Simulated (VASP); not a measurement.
# AlPt (Pm-3m) in VASP: notebook

The runs below take AlPt through single point, relaxation of cell and atoms, with r2SCAN.

Everything below comes from runs of VASP 6.6.1. Logs are shortened: lines on timing, memory, paths and dates and some standing lists are left out, and cuts for length are marked.

**1. The cell of the first run**

Symmetry: Pm-3m, No. 221, cubic system. Conventional cell: a = 3.066 Å, b = 3.066 Å, c = 3.066 Å, α = 90.00°, β = 90.00°, γ = 90.00°. Al (site symmetry m-3m) has 8 Pt at 2.66 Å and 6 Al at 3.07 Å within 3.5 Å. Pt (site symmetry m-3m) has 8 Al at 2.66 Å and 6 Pt at 3.07 Å within 3.5 Å.

**2. Single point, r2SCAN**

POSCAR reads:

```
AlPt
1.0
    3.0657488090      0.0000000000      0.0000000000
    0.0000000000      3.0657488090      0.0000000000
    0.0000000000      0.0000000000      3.0657488090
Al Pt
1 1
Direct
    0.0000000000      0.0000000000      0.0000000000
    0.5000000000      0.5000000000      0.5000000000
```

INCAR.step1 reads:

```
SYSTEM = AlPt
PREC     = Accurate       ! precision mode
ENCUT    = 520            ! plane-wave cutoff, eV
ISMEAR   = -1             ! smearing method
SIGMA    = 0.1            ! smearing width, eV
LREAL    = .FALSE.        ! projectors in reciprocal space
LASPH    = .TRUE.         ! aspherical terms in the spheres
NELM     = 60             ! most SCF steps
NBANDS   = 14             ! bands
GGA      = PE             ! functional
ALGO     = Normal         ! electronic algorithm
EDIFF    = 1E-4           ! SCF threshold, eV
LWAVE    = .TRUE.         ! write WAVECAR
LCHARG   = .FALSE.        ! write CHGCAR
```

INCAR.step2 reads:

```
SYSTEM = AlPt
PREC     = Accurate       ! precision mode
ENCUT    = 520            ! plane-wave cutoff, eV
EDIFF    = 1E-7           ! SCF threshold, eV
ISMEAR   = -1             ! smearing method
SIGMA    = 0.1            ! smearing width, eV
LREAL    = .FALSE.        ! projectors in reciprocal space
LASPH    = .TRUE.         ! aspherical terms in the spheres
NELM     = 60             ! most SCF steps
ALGO     = Normal         ! electronic algorithm
ISIF     = 2              ! what is computed and relaxed
LWAVE    = .FALSE.        ! write WAVECAR
LCHARG   = .FALSE.        ! write CHGCAR
METAGGA  = R2SCAN         ! meta-GGA
LMIXTAU  = .TRUE.       
NBANDS   = 14             ! bands
ISTART   = 1
```

KPOINTS reads:

```
regular mesh
0
G
  7 7 7
  0 0 0
```

Potentials or basis: VASP PAW PBE potentials, release 64 (Al, Pt).

Run with:

```bash
> cat potpaw_PBE.64/Al/POTCAR potpaw_PBE.64/Pt/POTCAR > POTCAR
> cp INCAR.step1 INCAR
> mpirun -np 1 vasp_std > vasp.out
> cp INCAR.step2 INCAR
> mpirun -np 1 vasp_std > vasp.out
```

OUTCAR:

```text
SYSTEM = AlPt
   PREC = Accurate
   ENCUT = 520
   EDIFF = 1E-7
   ISMEAR = -1
   LREAL = .FALSE.
   LASPH = .TRUE.
   NELM = 60
   ISIF = 2
   METAGGA = R2SCAN
   ISTART = 1

 ion  position               nearest neighbor table
   1  0.000  0.000  0.000-   2 2.66   2 2.66   2 2.66   2 2.66   2 2.66   2 2.66   2 2.66   2 2.66

   2  0.500  0.500  0.500-   1 2.66   1 2.66   1 2.66   1 2.66   1 2.66   1 2.66   1 2.66   1 2.66

  LATTYP: Found a simple cubic cell.
 ALAT       =     3.0657488090

  Lattice vectors:

 A1 = (   3.0657488090,   0.0000000000,   0.0000000000)
 A2 = (   0.0000000000,   3.0657488090,   0.0000000000)
 A3 = (   0.0000000000,   0.0000000000,   3.0657488090)

Analysis of symmetry for initial positions (statically):
=====================================================================
 Subroutine PRICEL returns:
 Original cell was already a primitive cell.

 Routine SETGRP: Setting up the symmetry group for a
 simple cubic supercell.

 Subroutine GETGRP returns: Found 48 space group operations
 (whereof 48 operations were pure point group operations)
 out of a pool of 48 trial point group operations.

The static configuration has the point symmetry O_h .

Analysis of symmetry for dynamics (positions and initial velocities):
=====================================================================
 Subroutine PRICEL returns:
 Original cell was already a primitive cell.

 Routine SETGRP: Setting up the symmetry group for a
 simple cubic supercell.

 Subroutine GETGRP returns: Found 48 space group operations
 (whereof 48 operations were pure point group operations)
 out of a pool of 48 trial point group operations.

The dynamic configuration has the point symmetry O_h .

 Subroutine INISYM returns: Found 48 space group operations
 (whereof 48 operations are pure point group operations),
 and found     1 'primitive' translations

----------------------------------------------------------------------------------------

                                     Primitive cell

  volume of cell :      28.8144

  direct lattice vectors                    reciprocal lattice vectors
     3.065748809  0.000000000  0.000000000     0.326184584  0.000000000  0.000000000
     0.000000000  3.065748809  0.000000000     0.000000000  0.326184584  0.000000000
     0.000000000  0.000000000  3.065748809     0.000000000  0.000000000  0.326184584

  length of vectors
     3.065748809  3.065748809  3.065748809     0.326184584  0.326184584  0.326184584

  position of ions in fractional coordinates (direct lattice)
[... 8 lines left out ...]
----------------------------------------------------------------------------------------

 KPOINTS: regular mesh

Automatic generation of k-mesh.
 Grid dimensions read from file:
 generate k-points for:    7    7    7

 Generating k-lattice:

  Cartesian coordinates                     Fractional coordinates (reciprocal lattice)
     0.046597798  0.000000000  0.000000000     0.142857143  0.000000000  0.000000000
     0.000000000  0.046597798  0.000000000     0.000000000  0.142857143  0.000000000
     0.000000000  0.000000000  0.046597798     0.000000000  0.000000000  0.142857143

  Length of vectors
     0.046597798  0.046597798  0.046597798

  Shift w.r.t. Gamma in fractional coordinates (k-lattice)
     0.000000000  0.000000000  0.000000000

 Subroutine IBZKPT returns following result:
 ===========================================

 Found     20 irreducible k-points:

 Following reciprocal coordinates:
            Coordinates               Weight
  0.000000  0.000000  0.000000      1.000000
  0.142857  0.000000  0.000000      6.000000
  0.285714  0.000000  0.000000      6.000000
  0.428571  0.000000  0.000000      6.000000
  0.142857  0.142857  0.000000     12.000000
  0.285714  0.142857  0.000000     24.000000
[... 12 lines left out ...]
  0.428571  0.428571  0.285714     24.000000
  0.428571  0.428571  0.428571      8.000000
   k-points           NKPTS =     20   k-points in BZ     NKDIM =     20   number of bands    NBANDS=     14
   number of dos      NEDOS =    301   number of ions     NIONS =      2
   total plane-waves  NPLWV =  13824
   dimension x,y,z NGX =    24 NGY =   24 NGZ =   24
   dimension x,y,z NGXF=    48 NGYF=   48 NGZF=   48
   ions per type =               1   1
   NGX,Y,Z   is equivalent  to a cutoff of  13.01, 13.01, 13.01 a.u.
   NGXF,Y,Z  is equivalent  to a cutoff of  26.03, 26.03, 26.03 a.u.
 SYSTEM =  AlPt
   PREC   = accura    normal or accurate (medium, high low for compatibility)
   ISTART =      1    job   : 0-new  1-cont  2-samecut
   ICHARG =      0    charge: 1-file 2-atom 10-const
   ISPIN  =      1    spin polarized calculation?
   LNONCOLLINEAR =      F non collinear calculations
   LSORBIT =      F    spin-orbit coupling
   LASPH  =      T    aspherical Exc in radial PAW
   ENCUT  =  520.0 eV  38.22 Ry    6.18 a.u.   5.70  5.70  5.70*2*pi/ulx,y,z
   NELM   =     60;   NELMIN=  2; NELMDL=  0     # of ELM steps
   EDIFF  = 0.1E-06   stopping-criterion for ELM
   LREAL  =      F    real-space projection
   EDIFFG = 0.1E-05   stopping-criterion for IOM
   NSW    =      0    number of steps for IOM
   IBRION =     -1    ionic relax: 0-MD 1-quasi-New 2-CG
   NFREE  =      0    steps in history (QN), initial steepest desc. (CG)
   ISIF   =      2    stress and relaxation
   ISYM   =      2    0-nonsym 1-usesym 2-fastsym
   POTIM  = 0.5000    time-step for ionic-motion
   TEBEG  =    0.0;   TEEND  =   0.0 temperature during run
   PSTRESS=    0.0 pullay stress
   NELECT =      13.0000    total number of electrons
   NUPDOWN=      -1.0000    fix difference up-down
   EMIN   =  10.00;   EMAX   =-10.00  energy-range for DOS
   EFERMI =   0.00;   METHOD = LEGACY
   ISMEAR =    -1;   SIGMA  =   0.10  broadening in eV -4-tet -1-fermi 0-gaus
   EFERMI_NEDOS =   21; number of points for ismear=-14 and -15
   IALGO  =     38    algorithm
   IMIX   =      4    mixing-type and parameters
     AMIX     =   0.40;   BMIX     =  1.00
     AMIX_MAG =   1.60;   BMIX_MAG =  1.00
  volume/ion in A,a.u.               =      14.41        97.22
  Fermi-wavevector in a.u.,A,eV,Ry     =   1.255604  2.372748 21.450150  1.576542
  Thomas-Fermi vector in A             =   2.389353
   LORBIT       =      0    0 simple, 1 ext, 2 COOP (PROOUT), +10 PAW based schemes
   METAGGA = R2SCAN    functional components
   LHFCALC =     F    Hartree Fock is set to
   AEXX    =    0.0000 exact exchange contribution
   IVDW    =     0    specifies the selected vdW correction
   LEPSILON=     F    determine dielectric tensor
   LRPA    =     F    only Hartree local field effects (RPA)
 non-spin polarized calculation
  energy-cutoff  :      520.00
  volume of cell :       28.81
 maximum number of plane-waves:       787
 NGX is ok and might be reduce to    24
   NGX = 11   NGY = 11   NGZ = 11

 number of electron      12.9999997 magnetization

 Free energy of the ion-electron system (eV)
  ---------------------------------------------------
  ext. energy  EPLUGINS =         0.00000000
  ---------------------------------------------------
  free energy    TOTEN  =       -60.25985076 eV

  energy without entropy =      -60.24745497  energy(sigma->0) =      -60.25365287

 E-fermi :  11.1985     XC(G=0): -13.2670

 val. band max:       11.0575634586   @ k =   0.2857   0.0000   0.0000
 cond. band min:      11.3778958188   @ k =   0.4286   0.2857   0.2857
 fundamental gap:      0.3203323601
 Fermi energy:        11.1985355955

 k-point     1 :       0.0000    0.0000    0.0000
  band No.  band energies     occupation
      1      -1.3445      2.00000
      2       4.9853      2.00000
      3       4.9853      2.00000
      4       8.2140      2.00000
      5       8.2140      2.00000
      6       8.2140      2.00000
      7      15.2550      0.00000
      8      15.2550      0.00000
      9      15.2550      0.00000
     10      20.5601      0.00000
     11      20.5601      0.00000
     12      22.0289      0.00000
     13      29.8490      0.00000
     14      29.8490      0.00000

 k-point     2 :       0.1429    0.0000    0.0000
  band No.  band energies     occupation
      1      -0.9459      2.00000
      2       5.0981      2.00000
      3       5.1080      2.00000
      4       7.8524      2.00000
      5       7.8524      2.00000
      6       8.2531      2.00000
      7      13.3974      0.00000
      8      15.9492      0.00000
      9      15.9492      0.00000
     10      19.8504      0.00000
     11      21.2755      0.00000
     12      23.9804      0.00000
     13      28.2195      0.00000
     14      28.2195      0.00000

 k-point     3 :       0.2857    0.0000    0.0000
  band No.  band energies     occupation
      1       0.1824      2.00000
      2       5.0763      2.00000
      3       5.3689      2.00000
      4       7.1812      2.00000
      5       7.1812      2.00000
      6       8.3426      2.00000
      7      11.0576      1.60744
      8      17.6082      0.00000
      9      17.6082      0.00000
     10      18.4816      0.00000
     11      21.8257      0.00000
     12      25.3990      0.00000
     13      25.3990      0.00000
     14      27.2574      0.00000
[... 256 lines left out ...]
 k-point    19 :       0.4286    0.4286    0.2857
  band No.  band energies     occupation
      1       3.5499      2.00000
      2       4.6927      2.00000
      3       4.8018      2.00000
      4       7.2482      2.00000
      5       8.9347      2.00000
      6       9.5940      2.00000
      7      11.7277      0.01001
      8      13.3313      0.00000
      9      14.2567      0.00000
     10      17.5742      0.00000
     11      19.0732      0.00000
     12      19.9533      0.00000
     13      22.6886      0.00000
     14      30.5948      0.00000

 k-point    20 :       0.4286    0.4286    0.4286
  band No.  band energies     occupation
      1       3.9365      2.00000
      2       4.2413      2.00000
      3       4.2413      2.00000
      4       9.0854      2.00000
      5       9.0854      2.00000
      6      10.8137      1.95825
      7      12.7957      0.00000
      8      13.2503      0.00000
      9      13.2503      0.00000
     10      16.9644      0.00000
     11      17.9011      0.00000
     12      17.9011      0.00000
     13      19.5677      0.00000
     14      34.3197      0.00000

------------------------ aborting loop because EDIFF is reached ----------------------------------------

  FORCE on cell =-STRESS in cart. coord.  units (eV):
  Direction    XX          YY          ZZ          XY          YZ          ZX
  --------------------------------------------------------------------------------------
  -------------------------------------------------------------------------------------
  Total       -0.0442938     -0.0442938     -0.0442938      0.0000000     -0.0000000     -0.0000000
  in kB       -2.4628831     -2.4628831     -2.4628831      0.0000000     -0.0000000     -0.0000000
  external PRESSURE =      -2.4628831 kB  Pullay stress =       0.0000000 kB

 VOLUME and BASIS-vectors are now :
 -----------------------------------------------------------------------------
  energy-cutoff  :      520.00
  volume of cell :       28.81
      direct lattice vectors                 reciprocal lattice vectors
     3.065748809  0.000000000  0.000000000     0.326184584  0.000000000  0.000000000
     0.000000000  3.065748809  0.000000000     0.000000000  0.326184584  0.000000000
     0.000000000  0.000000000  3.065748809     0.000000000  0.000000000  0.326184584

 POSITION                                       TOTAL-FORCE (eV/Angst)
 -----------------------------------------------------------------------------------
      0.00000      0.00000      0.00000         0.000000      0.000000      0.000000
      1.53287      1.53287      1.53287         0.000000      0.000000      0.000000
 -----------------------------------------------------------------------------------
    total drift:                                0.000000     -0.000000     -0.000000

  FREE ENERGIE OF THE ION-ELECTRON SYSTEM (eV)
  ---------------------------------------------------
  free  energy   TOTEN  =       -60.2598507616 eV

  energy  without entropy=      -60.2474549726  energy(sigma->0) =      -60.25365287
```

Wall time 13 s (1 thread of Intel Xeon 6975P-C (Granite Rapids), shared host); peak memory 0.14 GiB.

What came out:

```yaml
Free_energy: -60.2599 eV
Pressure: -0.2 GPa
```

Caveat: the PAW data sets were made with another functional, which shifts forces and pressure a little; spin-orbit coupling is left out, which moves the levels of the heavy elements.

**3. Relaxation of cell and atoms, r2SCAN**

This run uses another cell than the first one, of 14.77 Å³/atom, 1.025 times its volume.

POSCAR reads:

```
AlPt
1.0
    3.0915460000      0.0000000000      0.0000000000
    0.0000000000      3.0915460000      0.0000000000
    0.0000000000      0.0000000000      3.0915460000
Al Pt
1 1
Direct
    0.0000000000      0.0000000000      0.0000000000
    0.5000000000      0.5000000000      0.5000000000
```

INCAR.step1 reads:

```
ALGO     = Normal         # electronic algorithm
EDIFF    = 1E-4           # SCF threshold, eV
ENCUT    = 600            # plane-wave cutoff, eV
GGA      = PE             # functional
ISMEAR   = -1             # smearing method
LASPH    = T              # aspherical terms in the spheres
LCHARG   = F              # write CHGCAR
LREAL    = F              # projectors in reciprocal space
LWAVE    = T              # write WAVECAR
NELM     = 60             # most SCF steps
PREC     = Accurate       # precision mode
SIGMA    = 0.1            # smearing width, eV
```

INCAR.step2 reads:

```
ALGO     = Normal         # electronic algorithm
EDIFF    = 1E-7           # SCF threshold, eV
EDIFFG   = -0.02          # ionic threshold
ENCUT    = 600            # plane-wave cutoff, eV
IBRION   = 2              # ionic algorithm
ISIF     = 3              # what is computed and relaxed
ISMEAR   = -1             # smearing method
ISTART   = 1            
LASPH    = T              # aspherical terms in the spheres
LCHARG   = F              # write CHGCAR
LMIXTAU  = T            
LREAL    = F              # projectors in reciprocal space
LWAVE    = F              # write WAVECAR
METAGGA  = R2SCAN         # meta-GGA
NELM     = 60             # most SCF steps
NSW      = 80             # ionic steps
PREC     = Accurate       # precision mode
SIGMA    = 0.1            # smearing width, eV
```

KPOINTS reads:

```
k-points
0
Gamma
  7 7 7
```

Potentials or basis: VASP PAW PBE potentials, release 64 (Al, Pt).

Run with:

```bash
> cat potpaw_PBE.64/Al/POTCAR potpaw_PBE.64/Pt/POTCAR > POTCAR
> cp INCAR.step1 INCAR
> mpirun -np 1 vasp_std > vasp.out
> cp INCAR.step2 INCAR
> mpirun -np 1 vasp_std > vasp.out
```

Wall time 46 s (1 thread of Intel Xeon 6975P-C (Granite Rapids), shared host); peak memory 0.17 GiB.

It converged, with:

| Quantity | Value |
| --- | --- |
| Free energy | -60.2589 eV |
| Relaxed volume | 14.39 Å³/atom |
| Relaxed cell | a = 3.065 Å, b = 3.065 Å, c = 3.065 Å, α = 90.00°, β = 90.00°, γ = 90.00° |
| Space group after relaxing (to 0.05 Å) | Pm-3m (No. 221) |
| Energy gained by relaxing | 6.3 meV/atom |
| Ionic steps | 3 |
| Pressure after relaxing | 0.0 GPa |

The path:
```tsv
step	energy change (eV)	largest force (eV/Å)	pressure (GPa)	volume (Å³)
1	0.0000	0.0000	-5.08	29.55
2	0.0218	0.0000	9.70	27.59
3	-0.0126	0.0000	0.00	28.79
```

Final structure:
```
Al Pt
1.0
     3.06475    0.00000    0.00000
     0.00000    3.06475    0.00000
     0.00000    0.00000    3.06475
Al Pt
1 1
Direct
  0.00000 0.00000 0.00000
  0.50000 0.50000 0.50000
```

Levels at points of the mesh, in eV from the Fermi level:
```tsv
k point	band 4	band 5	band 6	band 7	band 8	band 9
(0.00, 0.00, 0.00)	-2.99	-2.99	-2.99	4.06	4.06	4.06
```

Caveat: the PAW data sets were made with another functional, which shifts forces and pressure a little; spin-orbit coupling is left out, which moves the levels of the heavy elements.
